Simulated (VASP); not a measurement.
# Ca5SiN2 (P4mm) in VASP: single point with PBE

Aim: the single point of Ca5SiN2 with PBE.

Everything below comes from runs of VASP 6.6.1. Logs are shortened: lines on timing, memory, paths and dates and some standing lists are left out, and cuts for length are marked.

**1. The cell of the first run**

It takes space group P4mm (No. 99, tetragonal). The conventional cell has a = 6.803 Å, b = 6.803 Å, c = 4.685 Å, α = 90.00°, β = 90.00°, γ = 90.00°. Ca (site symmetry m) has 2 N at 2.37 to 2.52 Å within 3.1 Å. Ca (site symmetry 4mm) has 2 N at 2.34 Å within 3.1 Å. Si (site symmetry 4mm) has 1 N at 1.73 Å within 2.3 Å. Within 3.1 Å of N (site symmetry 4mm) lie 6 Ca at 2.34 to 2.52 Å. N (site symmetry 4mm) has 1 Si at 1.73 Å and 4 Ca at 2.37 Å within 2.4 Å.

The cell was built from a structure type or drawn by symmetry, and may not be a known phase.

**2. Single point, PBE**

Contents of INCAR:

```
SYSTEM = Ca5SiN2
PREC = Accurate
ENCUT = 520
EDIFF = 1E-6
ISMEAR = 0
SIGMA = 0.15
LREAL = .False.
LASPH = .True.
NELM = 60
ALGO = Normal
ISIF = 2
LWAVE = .False.
LCHARG = .True.
GGA = PE
LELF = .True.
LVHAR = .True.
NBANDS = 42
```

Contents of KPOINTS:

```
regular mesh
0
Gamma
  2 2 3
  0 0 0
```

Contents of POSCAR:

```
Ca5SiN2
1.0
    6.8034379619      0.0000000000      0.0000000000
    0.0000000000      6.8034379619      0.0000000000
    0.0000000000      0.0000000000      4.6847127764
Ca Si N
5 1 2
Direct
    0.7381101716      0.7381101716      0.2060833775
    0.2618898284      0.2618898284      0.2060833775
    0.2618898284      0.7381101716      0.2060833775
    0.7381101716      0.2618898284      0.2060833775
    0.0000000000      0.0000000000      0.7103506067
    0.5000000000      0.5000000000      0.7093140460
    0.0000000000      0.0000000000      0.2107144745
    0.5000000000      0.5000000000      0.3392864427
```

Potentials or basis: VASP PAW PBE potentials, release 64 (Ca_sv, Si, N).

The run is started by

```bash
$ cat potpaw_PBE.64/Ca_sv/POTCAR potpaw_PBE.64/Si/POTCAR potpaw_PBE.64/N/POTCAR > POTCAR
$ mpirun -np 1 vasp_std > vasp.out
```

OUTCAR:

```text
SYSTEM = Ca5SiN2
   PREC = Accurate
   ENCUT = 520
   EDIFF = 1E-6
   ISMEAR = 0
   LREAL = .False.
   LASPH = .True.
   NELM = 60
   ISIF = 2
   GGA = PE

 ion  position               nearest neighbor table
   1  0.738  0.738  0.206-   8 2.37
   2  0.262  0.262  0.206-   8 2.37
   3  0.262  0.738  0.206-   8 2.37
   4  0.738  0.262  0.206-   8 2.37
   5  0.000  0.000  0.710-   7 2.34   7 2.34
   6  0.500  0.500  0.709-   8 1.73
   7  0.000  0.000  0.211-   5 2.34   5 2.34
   8  0.500  0.500  0.339-   6 1.73   2 2.37   3 2.37   4 2.37   1 2.37

  LATTYP: Found a simple tetragonal cell.
 ALAT       =     6.8034379619
 C/A-ratio  =     0.6885802153

  Lattice vectors:

 A1 = (   6.8034379619,   0.0000000000,   0.0000000000)
 A2 = (   0.0000000000,   6.8034379619,   0.0000000000)
 A3 = (   0.0000000000,   0.0000000000,   4.6847127764)

Analysis of symmetry for initial positions (statically):
=====================================================================
 Subroutine PRICEL returns:
 Original cell was already a primitive cell.

 Routine SETGRP: Setting up the symmetry group for a
 simple tetragonal supercell.

 Subroutine GETGRP returns: Found  8 space group operations
 (whereof  8 operations were pure point group operations)
 out of a pool of 16 trial point group operations.

The static configuration has the point symmetry C_4v.

Analysis of symmetry for dynamics (positions and initial velocities):
=====================================================================
 Subroutine PRICEL returns:
 Original cell was already a primitive cell.

 Routine SETGRP: Setting up the symmetry group for a
 simple tetragonal supercell.

 Subroutine GETGRP returns: Found  8 space group operations
 (whereof  8 operations were pure point group operations)
 out of a pool of 16 trial point group operations.

The dynamic configuration has the point symmetry C_4v.

 Subroutine INISYM returns: Found  8 space group operations
 (whereof  8 operations are pure point group operations),
 and found     1 'primitive' translations

----------------------------------------------------------------------------------------

                                     Primitive cell

  volume of cell :     216.8402

  direct lattice vectors                    reciprocal lattice vectors
     6.803437962  0.000000000  0.000000000     0.146984511  0.000000000  0.000000000
     0.000000000  6.803437962  0.000000000     0.000000000  0.146984511  0.000000000
     0.000000000  0.000000000  4.684712776     0.000000000  0.000000000  0.213460258

  length of vectors
     6.803437962  6.803437962  4.684712776     0.146984511  0.146984511  0.213460258

  position of ions in fractional coordinates (direct lattice)
     0.738110172  0.738110172  0.206083378
     0.261889828  0.261889828  0.206083378
     0.261889828  0.738110172  0.206083378
     0.738110172  0.261889828  0.206083378
     0.000000000  0.000000000  0.710350607
     0.500000000  0.500000000  0.709314046
     0.000000000  0.000000000  0.210714475
     0.500000000  0.500000000  0.339286443

  ion indices of the primitive-cell ions
   primitive index   ion index
                 1           1
                 2           2
                 3           3
                 4           4
                 5           5
                 6           6
                 7           7
                 8           8

----------------------------------------------------------------------------------------

 KPOINTS: regular mesh

Automatic generation of k-mesh.
 Grid dimensions read from file:
 generate k-points for:    2    2    3

 Generating k-lattice:

  Cartesian coordinates                     Fractional coordinates (reciprocal lattice)
     0.073492255  0.000000000  0.000000000     0.500000000  0.000000000  0.000000000
     0.000000000  0.073492255  0.000000000     0.000000000  0.500000000  0.000000000
     0.000000000  0.000000000  0.071153419     0.000000000  0.000000000  0.333333333

  Length of vectors
     0.073492255  0.073492255  0.071153419

  Shift w.r.t. Gamma in fractional coordinates (k-lattice)
     0.000000000  0.000000000  0.000000000

 Subroutine IBZKPT returns following result:
 ===========================================

 Found      6 irreducible k-points:

 Following reciprocal coordinates:
            Coordinates               Weight
  0.000000  0.000000  0.000000      1.000000
  0.500000  0.000000  0.000000      2.000000
  0.500000  0.500000  0.000000      1.000000
  0.000000  0.000000  0.333333      2.000000
  0.500000  0.000000  0.333333      4.000000
  0.500000  0.500000  0.333333      2.000000
   k-points           NKPTS =      6   k-points in BZ     NKDIM =      6   number of bands    NBANDS=     42
   number of dos      NEDOS =    301   number of ions     NIONS =      8
   total plane-waves  NPLWV = 104976
   dimension x,y,z NGX =    54 NGY =   54 NGZ =   36
   dimension x,y,z NGXF=   108 NGYF=  108 NGZF=   72
   ions per type =               5   1   2
   NGX,Y,Z   is equivalent  to a cutoff of  13.20, 13.20, 12.78 a.u.
   NGXF,Y,Z  is equivalent  to a cutoff of  26.39, 26.39, 25.55 a.u.
 SYSTEM =  Ca5SiN2
   PREC   = accura    normal or accurate (medium, high low for compatibility)
   ISTART =      0    job   : 0-new  1-cont  2-samecut
   ICHARG =      2    charge: 1-file 2-atom 10-const
   ISPIN  =      1    spin polarized calculation?
   LNONCOLLINEAR =      F non collinear calculations
   LSORBIT =      F    spin-orbit coupling
   LASPH  =      T    aspherical Exc in radial PAW
   ENCUT  =  520.0 eV  38.22 Ry    6.18 a.u.  12.65 12.65  8.71*2*pi/ulx,y,z
   NELM   =     60;   NELMIN=  2; NELMDL= -5     # of ELM steps
   EDIFF  = 0.1E-05   stopping-criterion for ELM
   LREAL  =      F    real-space projection
   EDIFFG = 0.1E-04   stopping-criterion for IOM
   NSW    =      0    number of steps for IOM
   IBRION =     -1    ionic relax: 0-MD 1-quasi-New 2-CG
   NFREE  =      0    steps in history (QN), initial steepest desc. (CG)
   ISIF   =      2    stress and relaxation
   ISYM   =      2    0-nonsym 1-usesym 2-fastsym
   POTIM  = 0.5000    time-step for ionic-motion
   TEBEG  =    0.0;   TEEND  =   0.0 temperature during run
   PSTRESS=    0.0 pullay stress
   NELECT =      64.0000    total number of electrons
   NUPDOWN=      -1.0000    fix difference up-down
   EMIN   =  10.00;   EMAX   =-10.00  energy-range for DOS
   EFERMI =   0.00;   METHOD = LEGACY
   ISMEAR =     0;   SIGMA  =   0.15  broadening in eV -4-tet -1-fermi 0-gaus
   EFERMI_NEDOS =   21; number of points for ismear=-14 and -15
   IALGO  =     38    algorithm
   IMIX   =      4    mixing-type and parameters
     AMIX     =   0.40;   BMIX     =  1.00
     AMIX_MAG =   1.60;   BMIX_MAG =  1.00
  volume/ion in A,a.u.               =      27.11       182.91
  Fermi-wavevector in a.u.,A,eV,Ry     =   1.089988  2.059778 16.164713  1.188073
  Thomas-Fermi vector in A             =   2.226203
   LORBIT       =      0    0 simple, 1 ext, 2 COOP (PROOUT), +10 PAW based schemes
   GGA     = PE    functional components
   LHFCALC =     F    Hartree Fock is set to
   AEXX    =    0.0000 exact exchange contribution
   IVDW    =     0    specifies the selected vdW correction
   LEPSILON=     F    determine dielectric tensor
   LRPA    =     F    only Hartree local field effects (RPA)
 non-spin polarized calculation
 Gauss-broadening in eV      SIGMA  =   0.15
  energy-cutoff  :      520.00
  volume of cell :      216.84
 maximum number of plane-waves:      5874
 NGX is ok and might be reduce to    54
   NGX = 25   NGY = 25   NGZ = 17

 number of electron      64.0000006 magnetization

 Free energy of the ion-electron system (eV)
  ---------------------------------------------------
  ext. energy  EPLUGINS =         0.00000000
  ---------------------------------------------------
  free energy    TOTEN  =       -34.28983880 eV

  energy without entropy =      -34.23630054  energy(sigma->0) =      -34.26306967

 E-fermi :   2.7168     XC(G=0):  -8.3548

 val. band max:        2.6325424503   @ k =   0.5000   0.0000   0.0000
 cond. band min:       2.8149879986   @ k =   0.5000   0.5000   0.3333
 fundamental gap:      0.1824455483
 Fermi energy:         2.7167726334

 k-point     1 :       0.0000    0.0000    0.0000
  band No.  band energies     occupation
      1     -38.5334      2.00000
      2     -38.4823      2.00000
      3     -38.4775      2.00000
      4     -38.4775      2.00000
      5     -38.4453      2.00000
      6     -19.8295      2.00000
[... 34 lines left out ...]
     41       5.0560      0.00000
     42       5.7341      0.00000

 k-point     2 :       0.5000    0.0000    0.0000
  band No.  band energies     occupation
      1     -38.5221      2.00000
      2     -38.5030      2.00000
      3     -38.4695      2.00000
      4     -38.4682      2.00000
      5     -38.4534      2.00000
      6     -19.8051      2.00000
[... 34 lines left out ...]
     41       5.0860      0.00000
     42       5.2810      0.00000

 k-point     3 :       0.5000    0.5000    0.0000
  band No.  band energies     occupation
      1     -38.5162      2.00000
      2     -38.4948      2.00000
      3     -38.4778      2.00000
      4     -38.4778      2.00000
      5     -38.4498      2.00000
      6     -19.7198      2.00000
[... 34 lines left out ...]
     41       5.1434      0.00000
     42       5.4895      0.00000

 k-point     4 :       0.0000    0.0000    0.3333
  band No.  band energies     occupation
      1     -38.5207      2.00000
      2     -38.4942      2.00000
      3     -38.4773      2.00000
      4     -38.4773      2.00000
      5     -38.4451      2.00000
      6     -19.8284      2.00000
[... 34 lines left out ...]
     41       5.0962      0.00000
     42       5.9486      0.00000

 k-point     5 :       0.5000    0.0000    0.3333
  band No.  band energies     occupation
      1     -38.5103      2.00000
      2     -38.5027      2.00000
      3     -38.4792      2.00000
      4     -38.4693      2.00000
      5     -38.4531      2.00000
      6     -19.7915      2.00000
[... 34 lines left out ...]
     41       5.2023      0.00000
     42       5.4026      0.00000

 k-point     6 :       0.5000    0.5000    0.3333
  band No.  band energies     occupation
      1     -38.5072      2.00000
      2     -38.4945      2.00000
      3     -38.4775      2.00000
      4     -38.4775      2.00000
      5     -38.4579      2.00000
      6     -19.7351      2.00000
[... 34 lines left out ...]
     41       5.5105      0.00000
     42       5.5340      0.00000

------------------------ aborting loop because EDIFF is reached ----------------------------------------

  FORCE on cell =-STRESS in cart. coord.  units (eV):
  Direction    XX          YY          ZZ          XY          YZ          ZX
  --------------------------------------------------------------------------------------
  -------------------------------------------------------------------------------------
  Total        0.5549601      0.5549601      1.1011355      0.0000000      0.0000000      0.0000000
  in kB        4.1004594      4.1004594      8.1360109      0.0000000      0.0000000      0.0000000
  external PRESSURE =       5.4456432 kB  Pullay stress =       0.0000000 kB

 VOLUME and BASIS-vectors are now :
 -----------------------------------------------------------------------------
  energy-cutoff  :      520.00
  volume of cell :      216.84
      direct lattice vectors                 reciprocal lattice vectors
     6.803437962  0.000000000  0.000000000     0.146984511  0.000000000  0.000000000
     0.000000000  6.803437962  0.000000000     0.000000000  0.146984511  0.000000000
     0.000000000  0.000000000  4.684712776     0.000000000  0.000000000  0.213460258

 POSITION                                       TOTAL-FORCE (eV/Angst)
 -----------------------------------------------------------------------------------
      5.02169      5.02169      0.96544        -0.012438     -0.012438     -0.010668
      1.78175      1.78175      0.96544         0.012438      0.012438     -0.010668
      1.78175      5.02169      0.96544         0.012438     -0.012438     -0.010668
      5.02169      1.78175      0.96544        -0.012438      0.012438     -0.010668
      0.00000      0.00000      3.32779        -0.000000      0.000000      0.008663
      3.40172      3.40172      3.32293        -0.000000      0.000000     -0.052747
      0.00000      0.00000      0.98714        -0.000000      0.000000     -0.004086
      3.40172      3.40172      1.58946        -0.000000      0.000000      0.090841
 -----------------------------------------------------------------------------------
    total drift:                                0.000000      0.000000     -0.000146

  FREE ENERGIE OF THE ION-ELECTRON SYSTEM (eV)
  ---------------------------------------------------
  free  energy   TOTEN  =       -34.2898387985 eV

  energy  without entropy=      -34.2363005385  energy(sigma->0) =      -34.26306967
```

It took 1.9 min on 1 thread of Intel Xeon 8259CL, shared host; peak memory 0.33 GiB.

What came out:

| Quantity | Value |
| --- | --- |
| Free energy | -34.2898 eV |
| Pressure | 0.5 GPa |
| Largest force | 0.091 eV/Å |
| Band gap on the k mesh | zero (bands 32 and 33 overlap by 0.25 eV) |

Forces on the atoms (eV/Å):
```
Ca  -0.012 -0.012 -0.011
Ca   0.012  0.012 -0.011
Ca   0.012 -0.012 -0.011
Ca  -0.012  0.012 -0.011
Ca   0.000  0.000  0.009
Si   0.000  0.000 -0.053
N    0.000  0.000 -0.004
N    0.000  0.000  0.091
```

Levels at points of the mesh, in eV from the Fermi level:
```csv
k point,band 29,band 30,band 31,band 32,band 33,band 34,band 35,band 36
"(0.00, 0.00, 0.00)",-1.88,-1.62,-0.29,-0.16,-0.16,0.81,1.00,1.38
"(0.50, 0.00, 0.00)",-1.72,-1.47,-0.61,-0.08,0.55,1.08,1.27,1.49
"(0.50, 0.50, 0.00)",-1.64,-0.99,-0.99,-0.74,1.00,1.00,1.10,1.39
```

Caveat: the k points lie up to 0.46 Å⁻¹ apart.
